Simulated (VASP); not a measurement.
# GeP5 (P6/mmm) in VASP: a series of runs

GeP5 is run at these levels: PBE; tasks: relaxation of cell and atoms.

Program: VASP 6.6.1. These are calculated values, not measurements. Logs are shortened: lines on timing, memory, paths and dates and some standing lists are left out, and cuts for length are marked.

**1. The cell of the first run**

The structure is hexagonal, space group P6/mmm (No. 191). Conventional cell: a = 4.210 Å, b = 4.210 Å, c = 7.543 Å, α = 90.00°, β = 90.00°, γ = 120.00°. Ge (site symmetry 6/mmm) has 6 P at 2.11 Å within 2.8 Å. Within 2.8 Å of P (site symmetry mmm) lie 4 P at 2.11 Å and 2 Ge at 2.11 Å. Within 3.2 Å of P (site symmetry -6m2) lie 3 P at 2.43 Å.

The cell was generated, and may not be a known phase.

**2. Relaxation of cell and atoms, PBE**

The input, INCAR:

```
  ALGO = Normal
  EDIFF = 1E-7
  EDIFFG = -0.04
  ENCUT = 600
  GGA = PE
  IBRION = 2
  ISIF = 3
  ISMEAR = 0
  LASPH = True
  LCHARG = False
  LREAL = False
  LWAVE = False
  NELM = 60
  NSW = 90
  PREC = Accurate
  SIGMA = 0.1
```

The input, KPOINTS:

```
k-points
0
Gamma
  6 6 2
```

The input, POSCAR:

```
GeP5
1.0
    4.2104212500      0.0000000000      0.0000000000
   -2.1052106200      3.6463317600      0.0000000000
    0.0000000000      0.0000000000      7.5426316900
Ge P
1 5
Direct
    0.0000000000      0.0000000000      0.0000000000
    0.5000000000      0.0000000000      0.0000000000
    0.0000000000      0.5000000000      0.0000000000
    0.5000000000      0.5000000000      0.0000000000
    0.3333333300      0.6666666700      0.5000000000
    0.6666666700      0.3333333300      0.5000000000
```

Potentials or basis: VASP PAW PBE potentials, release 64 (Ge_d, P).

Command:

```bash
$ cat potpaw_PBE.64/Ge_d/POTCAR potpaw_PBE.64/P/POTCAR > POTCAR
$ mpirun -np 1 vasp_std > vasp.out
```

OUTCAR:

```text
EDIFF = 1E-7
   EDIFFG = -0.04
   ENCUT = 600
   GGA = PE
   IBRION = 2
   ISIF = 3
   ISMEAR = 0
   LASPH = True
   LREAL = False
   NELM = 60
   NSW = 90
   PREC = Accurate

 ion  position               nearest neighbor table
   1  0.000  0.000  0.000-   3 2.11   3 2.11   4 2.11   4 2.11   2 2.11   2 2.11
   2  0.500  0.000  0.000-   4 2.11   4 2.11   3 2.11   3 2.11   1 2.11   1 2.11
   3  0.000  0.500  0.000-   1 2.11   1 2.11   2 2.11   2 2.11   4 2.11   4 2.11
   4  0.500  0.500  0.000-   2 2.11   2 2.11   1 2.11   1 2.11   3 2.11   3 2.11
   5  0.333  0.667  0.500-   6 2.43   6 2.43   6 2.43
   6  0.667  0.333  0.500-   5 2.43   5 2.43   5 2.43

  LATTYP: Found a hexagonal cell.
 ALAT       =     4.2104212500
 C/A-ratio  =     1.7914197279

  Lattice vectors:

 A1 = (   4.2104212500,   0.0000000000,   0.0000000000)
 A2 = (  -2.1052106200,   3.6463317600,   0.0000000000)
 A3 = (   0.0000000000,   0.0000000000,   7.5426316900)

Analysis of symmetry for initial positions (statically):
=====================================================================
 Subroutine PRICEL returns:
 Original cell was already a primitive cell.

 Routine SETGRP: Setting up the symmetry group for a
 hexagonal supercell.

 Subroutine GETGRP returns: Found 24 space group operations
 (whereof 24 operations were pure point group operations)
 out of a pool of 24 trial point group operations.

The static configuration has the point symmetry D_6h.

Analysis of symmetry for dynamics (positions and initial velocities):
=====================================================================
 Subroutine PRICEL returns:
 Original cell was already a primitive cell.

 Routine SETGRP: Setting up the symmetry group for a
 hexagonal supercell.

 Subroutine GETGRP returns: Found 24 space group operations
 (whereof 24 operations were pure point group operations)
 out of a pool of 24 trial point group operations.

The dynamic configuration has the point symmetry D_6h.

 Subroutine INISYM returns: Found 24 space group operations
 (whereof 24 operations are pure point group operations),
 and found     1 'primitive' translations

----------------------------------------------------------------------------------------

                                     Primitive cell

  volume of cell :     115.7990

  direct lattice vectors                    reciprocal lattice vectors
     4.210421250  0.000000000  0.000000000     0.237505927  0.137124110  0.000000000
    -2.105210620  3.646331760  0.000000000     0.000000000  0.274248221  0.000000000
     0.000000000  0.000000000  7.542631690     0.000000000  0.000000000  0.132579720

  length of vectors
[... 76 lines left out ...]
   LASPH  =      T    aspherical Exc in radial PAW
   ENCUT  =  600.0 eV  44.10 Ry    6.64 a.u.   8.41  8.41 15.06*2*pi/ulx,y,z
   NELM   =     60;   NELMIN=  2; NELMDL= -5     # of ELM steps
   EDIFF  = 0.1E-06   stopping-criterion for ELM
   LREAL  =      F    real-space projection
   EDIFFG = -.4E-01   stopping-criterion for IOM
   NSW    =     90    number of steps for IOM
   IBRION =      2    ionic relax: 0-MD 1-quasi-New 2-CG
   NFREE  =      1    steps in history (QN), initial steepest desc. (CG)
   ISIF   =      3    stress and relaxation
   ISYM   =      2    0-nonsym 1-usesym 2-fastsym
   POTIM  = 0.5000    time-step for ionic-motion
   TEBEG  =    0.0;   TEEND  =   0.0 temperature during run
   PSTRESS=    0.0 pullay stress
   NELECT =      39.0000    total number of electrons
   NUPDOWN=      -1.0000    fix difference up-down
   EMIN   =  10.00;   EMAX   =-10.00  energy-range for DOS
   EFERMI =   0.00;   METHOD = LEGACY
   ISMEAR =     0;   SIGMA  =   0.10  broadening in eV -4-tet -1-fermi 0-gaus
   EFERMI_NEDOS =   21; number of points for ismear=-14 and -15
   IALGO  =     38    algorithm
   IMIX   =      4    mixing-type and parameters
     AMIX     =   0.40;   BMIX     =  1.00
     AMIX_MAG =   1.60;   BMIX_MAG =  1.00
  volume/ion in A,a.u.               =      19.30       130.24
  Fermi-wavevector in a.u.,A,eV,Ry     =   1.139012  2.152420 17.651484  1.297347
  Thomas-Fermi vector in A             =   2.275716
   LORBIT       =      0    0 simple, 1 ext, 2 COOP (PROOUT), +10 PAW based schemes
   GGA     = PE    functional components
   LHFCALC =     F    Hartree Fock is set to
   AEXX    =    0.0000 exact exchange contribution
   IVDW    =     0    specifies the selected vdW correction
   LEPSILON=     F    determine dielectric tensor
   LRPA    =     F    only Hartree local field effects (RPA)
 conjugate gradient relaxation of ions
 non-spin polarized calculation
 Gauss-broadening in eV      SIGMA  =   0.10
  energy-cutoff  :      600.00
  volume of cell :      115.80
 maximum number of plane-waves:      3925
 NGX is ok and might be reduce to    36
   NGX = 17   NGY = 17   NGZ = 31

--------------------------------------- Ionic step        1  -------------------------------------------

 number of electron      38.9999992 magnetization

 Free energy of the ion-electron system (eV)
  ---------------------------------------------------
  ext. energy  EPLUGINS =         0.00000000
  ---------------------------------------------------
  free energy    TOTEN  =       -18.82728341 eV

  energy without entropy =      -18.80065241  energy(sigma->0) =      -18.81396791

------------------------ aborting loop because EDIFF is reached ----------------------------------------

  FORCE on cell =-STRESS in cart. coord.  units (eV):
  Direction    XX          YY          ZZ          XY          YZ          ZX
  --------------------------------------------------------------------------------------
  -------------------------------------------------------------------------------------
  Total       43.8909962     43.8909961     -1.0906141      0.0000001      0.0000000      0.0000000
  in kB      607.2693888    607.2693877    -15.0895766      0.0000008      0.0000000      0.0000000
  external PRESSURE =     399.8164000 kB  Pullay stress =       0.0000000 kB
[... 846 lines left out ...]
     22       7.8773      0.00000
     23       8.0817      0.00000

[... ionic steps 4 to 15 ...]

--------------------------------------- Ionic step       16  -------------------------------------------

 number of electron      38.9999993 magnetization

------------------------ aborting loop because EDIFF is reached ----------------------------------------
[... 75 lines left out ...]
--------------------------------------- Ionic step       18  -------------------------------------------

 number of electron      38.9999982 magnetization

 Free energy of the ion-electron system (eV)
  ---------------------------------------------------
  ext. energy  EPLUGINS =         0.00000000
  ---------------------------------------------------
  free energy    TOTEN  =       -25.02009884 eV

  energy without entropy =      -25.00491384  energy(sigma->0) =      -25.01250634

 E-fermi :   6.3092     XC(G=0): -10.1156

 val. band max:        6.3086941933   @ k =   0.3333   0.1667   0.5000
 cond. band min:       6.3771546262   @ k =   0.3333   0.3333   0.0000
 fundamental gap:      0.0684604329
 Fermi energy:         6.3091825946
[... 395 lines left out ...]
  FREE ENERGIE OF THE ION-ELECTRON SYSTEM (eV)
  ---------------------------------------------------
  free  energy   TOTEN  =       -25.0200988365 eV

  energy  without entropy=      -25.0049138433  energy(sigma->0) =      -25.01250634

 reached required accuracy - stopping structural energy minimisation
```

OSZICAR:

```text
N       E                     dE             d eps       ncg     rms          rms(c)
DAV:   1     0.333298354810E+03    0.33330E+03   -0.19466E+04   764   0.267E+03
DAV:   2     0.230026672882E+02   -0.31030E+03   -0.30476E+03   736   0.652E+02
DAV:   3    -0.184518906457E+02   -0.41455E+02   -0.41096E+02   812   0.151E+02
[... 218 lines left out ...]
DAV:   4    -0.250200995709E+02    0.40520E-04   -0.14921E-04   819   0.965E-02    0.152E-02
DAV:   5    -0.250200977831E+02    0.17879E-05   -0.12022E-05   921   0.231E-02    0.861E-03
DAV:   6    -0.250200986351E+02   -0.85203E-06   -0.24528E-06   849   0.193E-02    0.246E-03
DAV:   7    -0.250200987628E+02   -0.12771E-06   -0.27939E-07   521   0.335E-03    0.118E-03
DAV:   8    -0.250200988365E+02   -0.73692E-07   -0.55193E-08   322   0.162E-03
  18 F= -.25020099E+02 E0= -.25012506E+02  d E =-.354697E-01
```

CONTCAR:

```text
GeP5
   1.00000000000000
     4.9084574827364760    0.0000000010167819    0.0000000000000000
    -2.4542287346587410    4.2508488681800305   -0.0000000000000000
     0.0000000000000000    0.0000000000000000    5.5000126962996880
  Ge              P
     1     5
Direct
     0.0000000000000000    0.0000000000000000    0.0000000000000000
     0.5000000000000000    0.0000000000000000    0.0000000000000000
     0.0000000000000000    0.5000000000000000    0.0000000000000000
     0.5000000000000000    0.5000000000000000    0.0000000000000000
     0.3333333300000021    0.6666666699999979    0.5000000000000000
     0.6666666699999979    0.3333333300000021    0.5000000000000000

  0.00000000E+00  0.00000000E+00  0.00000000E+00
  0.00000000E+00  0.00000000E+00  0.00000000E+00
  0.00000000E+00  0.00000000E+00  0.00000000E+00
  0.00000000E+00  0.00000000E+00  0.00000000E+00
  0.00000000E+00  0.00000000E+00  0.00000000E+00
  0.00000000E+00  0.00000000E+00  0.00000000E+00
```

It took 6 min on 1 thread of AMD EPYC 9R45 (Zen 5), shared host; peak memory 0.26 GiB.

Results:

```
Free energy                           : -25.0201 eV
Relaxed volume                        : 19.13 Å³/atom
Relaxed cell                          : a = 4.908 Å, b = 4.908 Å, c = 5.500 Å, α = 90.00°, β = 90.00°, γ = 120.00°
Space group after relaxing (to 0.1 Å) : P6/mmm (No. 191)
Energy gained by relaxing             : 1032.1 meV/atom
Ionic steps                           : 18
Pressure after relaxing               : -0.1 GPa
Band gap on the k mesh                : zero (an odd number of electrons rules out a gap without spin polarisation)
```

Step by step:
```tsv
step	energy change (eV)	largest force (eV/Å)	pressure (GPa)	volume (Å³)
1	0.0000	0.0000	39.98	115.80
2	-2.2933	0.0000	-9.24	210.09
3	-5.5294	0.0000	-1.66	156.38
4	-5.5502	0.0000	-0.73	154.29
5	-5.5535	0.0000	-0.14	153.07
6	-5.5548	0.0000	-0.13	152.59
7	-5.5582	0.0000	-0.10	151.16
8	-5.5649	0.0000	-0.05	148.29
9	-5.6094	0.0000	-0.10	142.56
10	-5.8078	0.0000	0.04	131.11
11	-6.1263	0.0000	3.74	108.30
12	-6.0994	0.0000	1.11	118.30
13	-6.1457	0.0000	1.89	113.87
14	-6.1568	0.0000	2.69	110.86
15	-6.1573	0.0000	2.40	111.72
16	-6.1772	0.0000	1.52	112.71
17	-6.1922	0.0000	-0.39	115.14
18	-6.1928	0.0000	-0.12	114.76
```

Final structure:
```
CELL_PARAMETERS angstrom
4.90846 0.00000 0.00000
-2.45423 4.25085 0.00000
0.00000 0.00000 5.50001
ATOMIC_POSITIONS crystal
Ge 0.00000 0.00000 0.00000
P 0.50000 0.00000 0.00000
P 0.00000 0.50000 0.00000
P 0.50000 0.50000 0.00000
P 0.33333 0.66667 0.50000
P 0.66667 0.33333 0.50000
```

Levels at points of the mesh, in eV from the Fermi level:
```csv
k point,band 16,band 17,band 18,band 19,band 20,band 21,band 22,band 23
"(0.00, 0.00, 0.00)",-2.45,-2.45,-0.77,-0.33,-0.33,0.88,0.88,0.97
"(0.50, 0.00, 0.00)",-2.23,-2.03,-1.84,-1.39,-0.84,-0.47,1.64,1.65
"(0.00, 0.00, 0.50)",-3.45,-3.45,-1.98,0.24,0.24,1.20,1.65,1.65
"(0.50, 0.00, 0.50)",-2.17,-1.97,-1.94,-1.01,-0.87,-0.20,1.17,1.27
```

Caveat: the k points lie up to 0.57 Å⁻¹ apart in the final cell, too coarse for converged energies and pressures of a metal; a cell axis changed by over 15 % at a fixed basis, so the end point is rough; an odd number of electrons without spin polarisation forces a metal; a magnetic or distorted state may lie lower.

**3. Relaxation of cell and atoms, PBE**

This run uses another cell than the first one, of 19.06 Å³/atom.

INCAR: that of step 2 with these lines changed.

```diff
@@ -1,3 +1,3 @@
   ALGO = Normal
-  EDIFF = 1E-7
+  EDIFF = 1E-6
   EDIFFG = -0.04
```

The input, KPOINTS:

```
k-points
0
Gamma
  6 6 4
```

The input, POSCAR:

```
GeP5
1.0
    4.9071255314      0.0000000000      0.0000000000
   -2.4535627657      4.2496953697      0.0000000000
    0.0000000000      0.0000000000      5.4844377127
Ge P
1 5
Direct
    0.0000000000      0.0000000000      0.0000000000
    0.5000000000      0.0000000000      0.0000000000
    0.0000000000      0.5000000000      0.0000000000
    0.5000000000      0.5000000000      0.0000000000
    0.3333333333      0.6666666667      0.5000000000
    0.6666666667      0.3333333333      0.5000000000
```

Potentials or basis: VASP PAW PBE potentials, release 64 (Ge_d, P).

Command:

```bash
$ cat potpaw_PBE.64/Ge_d/POTCAR potpaw_PBE.64/P/POTCAR > POTCAR
$ mpirun -np 1 vasp_std > vasp.out
```

Run time: 7.5 min. Hardware: 1 thread of AMD EPYC 9R45 (Zen 5), shared host; peak memory 0.28 GiB.

It converged, with:

```yaml
Free_energy: -28.6732 eV
Relaxed_volume: 17.40 Å³/atom
Relaxed_cell: a = 6.184 Å, b = 6.184 Å, c = 3.153 Å, α = 90.00°, β = 90.00°, γ = 120.00°
Space_group_after_relaxing_to_0.1_Å: P6/mmm (No. 191)
Energy_gained_by_relaxing: 624.8 meV/atom
Ionic_steps: 15
Pressure_after_relaxing: 0.0 GPa
Band_gap_on_the_k_mesh: zero (an odd number of electrons rules out a gap without spin polarisation)
```

The path:
| step | energy change (eV) | largest force (eV/Å) | pressure (GPa) | volume (Å³) |
| --- | --- | --- | --- | --- |
| 1 | 0.0000 | 0.0000 | 0.58 | 114.37 |
| 2 | -0.1604 | 0.0000 | -1.02 | 115.44 |
| 3 | -0.7193 | 0.0000 | -3.82 | 117.76 |
| 4 | -1.8502 | 0.0000 | -6.79 | 117.82 |
| 5 | -0.2090 | 0.0000 | 22.49 | 95.31 |
| 6 | -3.0768 | 0.0000 | -7.89 | 115.62 |
| 7 | -3.5610 | 0.0000 | -1.84 | 108.08 |
| 8 | -3.6084 | 0.0000 | -4.72 | 112.04 |
| 9 | -3.7176 | 0.0000 | -0.72 | 105.46 |
| 10 | -3.7262 | 0.0000 | -1.50 | 106.57 |
| 11 | -3.7262 | 0.0000 | -1.75 | 106.89 |
| 12 | -3.7263 | 0.0000 | -1.68 | 106.76 |
| 13 | -3.7471 | 0.0000 | -0.61 | 105.23 |
| 14 | -3.7482 | 0.0000 | -0.31 | 104.79 |
| 15 | -3.7488 | 0.0000 | -0.01 | 104.42 |

Final structure:
```yaml
crystal:
  lattice:
    - [6.18416, 0.00000, 0.00000]
    - [-3.09208, 5.35564, 0.00000]
    - [0.00000, 0.00000, 3.15288]
  atoms:
    - { symbol: Ge, position: [0.00000, 0.00000, 0.00000] }
    - { symbol: P, position: [0.50000, 0.00000, 0.00000] }
    - { symbol: P, position: [0.00000, 0.50000, 0.00000] }
    - { symbol: P, position: [0.50000, 0.50000, 0.00000] }
    - { symbol: P, position: [0.33333, 0.66667, 0.50000] }
    - { symbol: P, position: [0.66667, 0.33333, 0.50000] }
```

Levels at points of the mesh, in eV from the Fermi level:
```tsv
k point	band 17	band 18	band 19	band 20	band 21	band 22
(0.00, 0.00, 0.00)	-0.86	0.42	0.42	0.48	1.75	1.75
(0.50, 0.00, 0.00)	-1.97	-0.52	0.22	0.38	0.50	1.50
(0.00, 0.00, 0.50)	-2.42	-2.42	-2.30	0.36	0.36	1.41
(0.50, 0.00, 0.50)	-2.21	-2.21	-2.16	-1.81	-0.78	0.88
```

Caveat: a cell axis changed by over 15 % at a fixed basis, so the end point is rough; an odd number of electrons without spin polarisation forces a metal; a magnetic or distorted state may lie lower.

**4. Relaxation of cell and atoms, PBE**

This run uses another cell than the first one, of 17.21 Å³/atom.

The input, INCAR:

```
  PREC = Accurate
  ENCUT = 600
  EDIFF = 1E-6
  ISMEAR = 0
  SIGMA = 0.1
  LREAL = False
  LASPH = True
  NELM = 80
  ALGO = Normal
  ISIF = 3
  LWAVE = False
  LCHARG = False
  GGA = PE
  IBRION = 2
  NSW = 100
  EDIFFG = -0.01
```

The input, KPOINTS:

```
regular mesh
0
Gamma
  6 6 12
```

POSCAR: that of step 3 with these lines changed.

```diff
@@ -2,5 +2,5 @@
 1.0
-    4.9071255314      0.0000000000      0.0000000000
-   -2.4535627657      4.2496953697      0.0000000000
-    0.0000000000      0.0000000000      5.4844377127
+    5.9727197636      0.0000000000      0.0000000000
+   -2.9863598818      5.1725270450      0.0000000000
+    0.0000000000      0.0000000000      3.3414206915
 Ge P
```

Command:

```bash
$ cat potpaw_PBE.64/Ge_d/POTCAR potpaw_PBE.64/P/POTCAR > POTCAR
$ mpirun -np 1 vasp_std > vasp.out
```

It took 4.8 min on 1 thread of AMD EPYC 9R45 (Zen 5), shared host; peak memory 0.3 GiB.

The run converged. Its results:

```
Free energy                           : -28.7471 eV
Relaxed volume                        : 17.36 Å³/atom
Relaxed cell                          : a = 6.140 Å, b = 6.140 Å, c = 3.191 Å, α = 90.00°, β = 90.00°, γ = 120.00°
Space group after relaxing (to 0.1 Å) : P6/mmm (No. 191)
Energy gained by relaxing             : 15.9 meV/atom
Ionic steps                           : 8
Pressure after relaxing               : 0.0 GPa
Band gap on the k mesh                : zero (an odd number of electrons rules out a gap without spin polarisation)
```

Step by step:
```tsv
step	energy change (eV)	largest force (eV/Å)	pressure (GPa)	volume (Å³)
1	0.0000	0.0000	0.11	103.23
2	-0.0568	0.0000	0.42	103.37
3	-0.0896	0.0000	0.50	103.43
4	-0.0479	0.0000	0.96	103.38
5	-0.0942	0.0000	0.58	103.44
6	-0.0943	0.0000	0.57	103.44
7	-0.0952	0.0000	-0.29	104.57
8	-0.0956	0.0000	0.01	104.17
```

Final structure:
```cif
data_structure
_symmetry_space_group_name_H-M 'P 1'
_symmetry_Int_Tables_number 1
_cell_length_a 6.1395
_cell_length_b 6.1395
_cell_length_c 3.1910
_cell_angle_alpha 90.000
_cell_angle_beta 90.000
_cell_angle_gamma 120.000
_cell_volume 104.17
loop_
_atom_site_label
_atom_site_type_symbol
_atom_site_fract_x
_atom_site_fract_y
_atom_site_fract_z
_atom_site_occupancy
Ge1 Ge 0.00000 0.00000 0.00000 1
P1 P 0.50000 0.00000 0.00000 1
P2 P 0.00000 0.50000 0.00000 1
P3 P 0.50000 0.50000 0.00000 1
P4 P 0.33333 0.66667 0.50000 1
P5 P 0.66667 0.33333 0.50000 1
```

Levels at points of the mesh, in eV from the Fermi level:
| k point | band 15 | band 16 | band 17 | band 18 | band 19 | band 20 | band 21 | band 22 | band 23 |
| --- | --- | --- | --- | --- | --- | --- | --- | --- | --- |
| (0.00, 0.00, 0.00) | -1.87 | -1.87 | -0.98 | 0.39 | 0.39 | 0.71 | 1.85 | 1.85 | 1.87 |
| (0.50, 0.00, 0.00) | -2.63 | -2.49 | -1.89 | -0.28 | 0.35 | 0.36 | 0.38 | 1.67 | 2.55 |
| (0.00, 0.00, 0.50) | -4.17 | -4.17 | -2.27 | -2.27 | -1.88 | 0.56 | 0.56 | 1.65 | 1.66 |
| (0.50, 0.00, 0.50) | -4.07 | -3.43 | -2.13 | -2.07 | -1.79 | -1.63 | -0.63 | 1.06 | 1.30 |

Caveat: an odd number of electrons without spin polarisation forces a metal; a magnetic or distorted state may lie lower.

**5. Summary**

| cell | k mesh | gap on the mesh (eV) | pressure (GPa) | relaxed volume (Å³/atom) |
| --- | --- | --- | --- | --- |
| relaxed from a = 4.210, b = 4.210, c = 7.543 Å, angles 90.0, 90.0, 120.0°, 6 atoms | 6 × 6 × 2 | none | -0.1 | 19.13 |
| relaxed from a = 4.907, b = 4.907, c = 5.484 Å, angles 90.0, 90.0, 120.0°, 6 atoms | 6 × 6 × 4 | none | 0.0 | 17.40 |
| relaxed from a = 5.973, b = 5.973, c = 3.341 Å, angles 90.0, 90.0, 120.0°, 6 atoms | 6 × 6 × 12 | none | 0.0 | 17.36 |

Alike in all rows: task relaxation of cell and atoms; level PBE; potentials or basis VASP PAW PBE potentials, release 64 (Ge_d, P); no spin polarisation; cutoff (eV) 600; smearing gaussian 0.1 eV.

Caveats: some runs use coarse meshes; an odd number of electrons without spin polarisation forces a metal; a magnetic or distorted state may lie lower; a cell axis changed by over 15 % at a fixed basis, so the end point is rough (at least some runs).

Total energies depend on the potentials used, so only differences within one code and one set of settings carry meaning.

The gap in the log of VASP goes by the Fermi energy; the results here count the filled bands.